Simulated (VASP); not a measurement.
# TiC (dlda) (Fm-3m) in VASP: further runs, part 2 of 2

VASP 6.6.1.

## Step 4: Single point, LDA

This run uses another cell than the first one, of 9.67 Å³/atom, 0.952 times its volume.

File INCAR:

```
ALGO = Normal
EDIFF = 1E-6
ENCUT = 520
GGA = CA
ISIF = 2
ISMEAR = 0
LASPH = T
LCHARG = F
LREAL = F
LWAVE = F
NBANDS = 15
NELM = 60
PREC = Accurate
SIGMA = 0.1
```

File KPOINTS:

```
k-points
0
Gamma
  14 14 14
```

File POSCAR:

```
TiC
1.0
    0.0000000000      2.1303899824      2.1303899824
    2.1303899824      0.0000000000      2.1303899824
    2.1303899824      2.1303899824      0.0000000000
Ti C
1 1
Direct
    0.0000000000      0.0000000000      0.0000000000
    0.5000000000      0.5000000000      0.5000000000
```

Potentials or basis: VASP PAW LDA potentials, release 64 (Ti_sv, C).

Started as:

```
> cat potpaw_LDA.64/Ti_sv/POTCAR potpaw_LDA.64/C/POTCAR > POTCAR
> mpirun -np 1 vasp_std > vasp.out
```

OUTCAR:

```text
EDIFF = 1E-6
   ENCUT = 520
   GGA = CA
   ISIF = 2
   ISMEAR = 0
   LASPH = T
   LREAL = F
   NELM = 60
   PREC = Accurate

 ion  position               nearest neighbor table
   1  0.000  0.000  0.000-   2 2.13   2 2.13   2 2.13   2 2.13   2 2.13   2 2.13
   2  0.500  0.500  0.500-   1 2.13   1 2.13   1 2.13   1 2.13   1 2.13   1 2.13

  LATTYP: Found a face centered cubic cell.
 ALAT       =     4.2607799648

  Lattice vectors:

 A1 = (   0.0000000000,   2.1303899824,   2.1303899824)
 A2 = (   2.1303899824,   0.0000000000,   2.1303899824)
 A3 = (   2.1303899824,   2.1303899824,   0.0000000000)

Analysis of symmetry for initial positions (statically):
=====================================================================
 Subroutine PRICEL returns:
 Original cell was already a primitive cell.

 Routine SETGRP: Setting up the symmetry group for a
 face centered cubic supercell.

 Subroutine GETGRP returns: Found 48 space group operations
 (whereof 48 operations were pure point group operations)
 out of a pool of 48 trial point group operations.

The static configuration has the point symmetry O_h .

Analysis of symmetry for dynamics (positions and initial velocities):
=====================================================================
 Subroutine PRICEL returns:
 Original cell was already a primitive cell.

 Routine SETGRP: Setting up the symmetry group for a
 face centered cubic supercell.

 Subroutine GETGRP returns: Found 48 space group operations
 (whereof 48 operations were pure point group operations)
 out of a pool of 48 trial point group operations.

The dynamic configuration has the point symmetry O_h .

 Subroutine INISYM returns: Found 48 space group operations
 (whereof 48 operations are pure point group operations),
 and found     1 'primitive' translations

----------------------------------------------------------------------------------------

                                     Primitive cell

  volume of cell :      19.3378

  direct lattice vectors                    reciprocal lattice vectors
     0.000000000  2.130389982  2.130389982    -0.234698813  0.234698813  0.234698813
     2.130389982  0.000000000  2.130389982     0.234698813 -0.234698813  0.234698813
     2.130389982  2.130389982  0.000000000     0.234698813  0.234698813 -0.234698813

  length of vectors
     3.012826406  3.012826406  3.012826406     0.406510269  0.406510269  0.406510269

  position of ions in fractional coordinates (direct lattice)
     0.000000000  0.000000000  0.000000000
     0.500000000  0.500000000  0.500000000

  ion indices of the primitive-cell ions
   primitive index   ion index
                 1           1
                 2           2

----------------------------------------------------------------------------------------

 KPOINTS: k-points

Automatic generation of k-mesh.
 Grid dimensions read from file:
 generate k-points for:   14   14   14

 Generating k-lattice:

  Cartesian coordinates                     Fractional coordinates (reciprocal lattice)
    -0.016764201  0.016764201  0.016764201     0.071428571  0.000000000  0.000000000
     0.016764201 -0.016764201  0.016764201     0.000000000  0.071428571  0.000000000
     0.016764201  0.016764201 -0.016764201     0.000000000  0.000000000  0.071428571

  Length of vectors
     0.029036448  0.029036448  0.029036448

  Shift w.r.t. Gamma in fractional coordinates (k-lattice)
     0.000000000  0.000000000  0.000000000

 Subroutine IBZKPT returns following result:
 ===========================================

 Found    104 irreducible k-points:

 Following reciprocal coordinates:
            Coordinates               Weight
  0.000000  0.000000  0.000000      1.000000
  0.071429  0.000000  0.000000      8.000000
  0.142857  0.000000  0.000000      8.000000
  0.214286  0.000000  0.000000      8.000000
  0.285714  0.000000  0.000000      8.000000
  0.357143  0.000000  0.000000      8.000000
[... 16 lines left out ...]
  0.214286  0.142857  0.000000     24.000000
  0.285714  0.142857  0.000000     24.000000
 [... further k-points ...]
   k-points           NKPTS =    104   k-points in BZ     NKDIM =    104   number of bands    NBANDS=     15
   number of dos      NEDOS =    301   number of ions     NIONS =      2
   total plane-waves  NPLWV =  13824
   dimension x,y,z NGX =    24 NGY =   24 NGZ =   24
   dimension x,y,z NGXF=    48 NGYF=   48 NGZF=   48
   ions per type =               1   1
   NGX,Y,Z   is equivalent  to a cutoff of  13.24, 13.24, 13.24 a.u.
   NGXF,Y,Z  is equivalent  to a cutoff of  26.49, 26.49, 26.49 a.u.
 SYSTEM =  unknown system
   PREC   = accura    normal or accurate (medium, high low for compatibility)
   ISTART =      0    job   : 0-new  1-cont  2-samecut
   ICHARG =      2    charge: 1-file 2-atom 10-const
   ISPIN  =      1    spin polarized calculation?
   LNONCOLLINEAR =      F non collinear calculations
   LSORBIT =      F    spin-orbit coupling
   LASPH  =      T    aspherical Exc in radial PAW
   ENCUT  =  520.0 eV  38.22 Ry    6.18 a.u.   5.60  5.60  5.60*2*pi/ulx,y,z
   NELM   =     60;   NELMIN=  2; NELMDL= -5     # of ELM steps
   EDIFF  = 0.1E-05   stopping-criterion for ELM
   LREAL  =      F    real-space projection
   EDIFFG = 0.1E-04   stopping-criterion for IOM
   NSW    =      0    number of steps for IOM
   IBRION =     -1    ionic relax: 0-MD 1-quasi-New 2-CG
   NFREE  =      0    steps in history (QN), initial steepest desc. (CG)
   ISIF   =      2    stress and relaxation
   ISYM   =      2    0-nonsym 1-usesym 2-fastsym
   POTIM  = 0.5000    time-step for ionic-motion
   TEBEG  =    0.0;   TEEND  =   0.0 temperature during run
   PSTRESS=    0.0 pullay stress
   NELECT =      16.0000    total number of electrons
   NUPDOWN=      -1.0000    fix difference up-down
   EMIN   =  10.00;   EMAX   =-10.00  energy-range for DOS
   EFERMI =   0.00;   METHOD = LEGACY
   ISMEAR =     0;   SIGMA  =   0.10  broadening in eV -4-tet -1-fermi 0-gaus
   EFERMI_NEDOS =   21; number of points for ismear=-14 and -15
   IALGO  =     38    algorithm
   IMIX   =      4    mixing-type and parameters
     AMIX     =   0.40;   BMIX     =  1.00
     AMIX_MAG =   1.60;   BMIX_MAG =  1.00
  volume/ion in A,a.u.               =       9.67        65.25
  Fermi-wavevector in a.u.,A,eV,Ry     =   1.536900  2.904321 32.137815  2.362063
  Thomas-Fermi vector in A             =   2.643484
   LORBIT       =      0    0 simple, 1 ext, 2 COOP (PROOUT), +10 PAW based schemes
   GGA     = CA    functional components
   LHFCALC =     F    Hartree Fock is set to
   AEXX    =    0.0000 exact exchange contribution
   IVDW    =     0    specifies the selected vdW correction
   LEPSILON=     F    determine dielectric tensor
   LRPA    =     F    only Hartree local field effects (RPA)
 non-spin polarized calculation
 Gauss-broadening in eV      SIGMA  =   0.10
  energy-cutoff  :      520.00
  volume of cell :       19.34
 maximum number of plane-waves:       544
   NGX = 11   NGY = 11   NGZ = 11

 number of electron      16.0000003 magnetization

 Free energy of the ion-electron system (eV)
  ---------------------------------------------------
  ext. energy  EPLUGINS =         0.00000000
  ---------------------------------------------------
  free energy    TOTEN  =       -20.53938078 eV

  energy without entropy =      -20.53777967  energy(sigma->0) =      -20.53858022

 E-fermi :   9.8220     XC(G=0): -13.2318

 val. band max:        9.8150759259   @ k =   0.3571   0.2857   0.0000
 cond. band min:       9.8655958027   @ k =   0.5000   0.5000   0.0000
 fundamental gap:      0.0505198768
 Fermi energy:         9.8220405080

 k-point     1 :       0.0000    0.0000    0.0000
  band No.  band energies     occupation
      1     -45.9113      2.00000
      2     -22.2874      2.00000
      3     -22.2874      2.00000
      4     -22.2874      2.00000
      5      -2.6055      2.00000
      6      10.4745      0.00000
      7      10.4745      0.00000
      8      10.4745      0.00000
      9      11.5807      0.00000
     10      11.5807      0.00000
     11      11.5807      0.00000
     12      11.6462      0.00000
     13      11.6462      0.00000
     14      21.1776      0.00000
     15      24.0731      0.00000
[... 397 lines left out ...]
 k-point    24 :       0.2857    0.1429    0.0000
  band No.  band energies     occupation
      1     -45.8539      2.00000
      2     -22.5921      2.00000
      3     -22.3620      2.00000
      4     -22.3516      2.00000
      5      -1.0595      2.00000
      6       6.5499      2.00000
      7       8.0860      2.00000
      8       8.6580      2.00000
      9      10.6327      0.00000
     10      12.2395      0.00000
     11      13.4214      0.00000
     12      14.6027      0.00000
     13      16.6334      0.00000
     14      22.5564      0.00000
     15      24.6455      0.00000

 [... further k-points ...]
[... 5 lines left out ...]
  --------------------------------------------------------------------------------------
  -------------------------------------------------------------------------------------
  Total        0.0848176      0.0848176      0.0848176      0.0000000      0.0000000      0.0000000
  in kB        7.0273156      7.0273156      7.0273156      0.0000000      0.0000000      0.0000000
  external PRESSURE =       7.0273156 kB  Pullay stress =       0.0000000 kB

 VOLUME and BASIS-vectors are now :
 -----------------------------------------------------------------------------
  energy-cutoff  :      520.00
  volume of cell :       19.34
      direct lattice vectors                 reciprocal lattice vectors
     0.000000000  2.130389982  2.130389982    -0.234698813  0.234698813  0.234698813
     2.130389982  0.000000000  2.130389982     0.234698813 -0.234698813  0.234698813
     2.130389982  2.130389982  0.000000000     0.234698813  0.234698813 -0.234698813

 POSITION                                       TOTAL-FORCE (eV/Angst)
 -----------------------------------------------------------------------------------
      0.00000      0.00000      0.00000        -0.000000      0.000000     -0.000000
      2.13039      2.13039      2.13039         0.000000     -0.000000      0.000000
 -----------------------------------------------------------------------------------
    total drift:                                0.000000     -0.000000     -0.000000

  FREE ENERGIE OF THE ION-ELECTRON SYSTEM (eV)
  ---------------------------------------------------
  free  energy   TOTEN  =       -20.5393807787 eV

  energy  without entropy=      -20.5377796684  energy(sigma->0) =      -20.53858022
```

Wall time 20 s (1 thread of Intel Xeon Platinum 8488C (Sapphire Rapids), shared host); peak memory 0.15 GiB.

What came out:

```yaml
Free_energy: -20.5394 eV
Pressure: 0.7 GPa
Band_gap_on_the_k_mesh: zero (band 8 reaches 10.47 eV, above the bottom of band 9 at 9.42 eV)
```

## Step 5: Single point, LDA

This run uses another cell than the first one, of 9.67 Å³/atom, 0.952 times its volume.

File INCAR:

```
SYSTEM = TiC
  ALGO = Normal
  EDIFF = 1E-6
  ENCUT = 520
  ISIF = 2
  ISMEAR = -1
  LASPH = .TRUE.
  LCHARG = .FALSE.
  LREAL = .FALSE.
  LWAVE = .FALSE.
  NBANDS = 15
  NELM = 80
  PREC = Accurate
  SIGMA = 0.15
```

File KPOINTS:

```
k-points
0
G
  16 16 16
  0 0 0
```

File POSCAR:

```
TiC
1.0
    0.0000000000      2.1305996463      2.1305996463
    2.1305996463      0.0000000000      2.1305996463
    2.1305996463      2.1305996463      0.0000000000
Ti C
1 1
Direct
    0.0000000000      0.0000000000      0.0000000000
    0.5000000000      0.5000000000      0.5000000000
```

Started as:

```
> cat potpaw_LDA.64/Ti_sv/POTCAR potpaw_LDA.64/C/POTCAR > POTCAR
> mpirun -np 1 vasp_std > vasp.out
```

It took 28 s on 1 thread of Intel Xeon Platinum 8488C (Sapphire Rapids), shared host; peak memory 0.16 GiB.

Results (log left out):

| Quantity | Value |
| --- | --- |
| Free energy | -20.5502 eV |
| Pressure | 0.7 GPa |
| Band gap on the k mesh | zero (band 8 reaches 10.47 eV, above the bottom of band 9 at 9.40 eV) |

Levels at points of the mesh, in eV from the Fermi level:
```tsv
k point	band 5	band 6	band 7	band 8	band 9	band 10	band 11	band 12
(0.00, 0.00, 0.00)	-12.42	0.66	0.66	0.66	1.76	1.76	1.76	1.83
(0.50, 0.00, 0.00)	-8.64	-6.03	-3.04	-3.04	3.09	3.09	4.37	8.57
(0.50, 0.50, 0.00)	-10.11	-3.38	-1.81	0.05	0.05	2.92	3.73	3.73
```

## Step 6: Overview

| cell | k mesh | smearing | gap on the mesh (eV) | pressure (GPa) |
| --- | --- | --- | --- | --- |
| a = 3.063 Å, angles 60.0°, 2 atoms | 8 × 8 × 8 | gaussian 0.1 eV | none | -12.0 |
| a = 3.013 Å, angles 60.0°, 2 atoms | 8 × 8 × 8 | gaussian 0.1 eV | none | 0.7 |
| a = 3.013 Å, angles 60.0°, 2 atoms | 14 × 14 × 14 | gaussian 0.1 eV | none | 0.7 |
| a = 3.013 Å, angles 60.0°, 2 atoms | 16 × 16 × 16 | fermi-dirac 0.15 eV | none | 0.7 |

Alike in all rows: task single point; level LDA; potentials or basis VASP PAW LDA potentials, release 64 (Ti_sv, C); no spin polarisation; cutoff (eV) 520.

Total energies depend on the potentials used, so only differences within one code and one set of settings carry meaning.
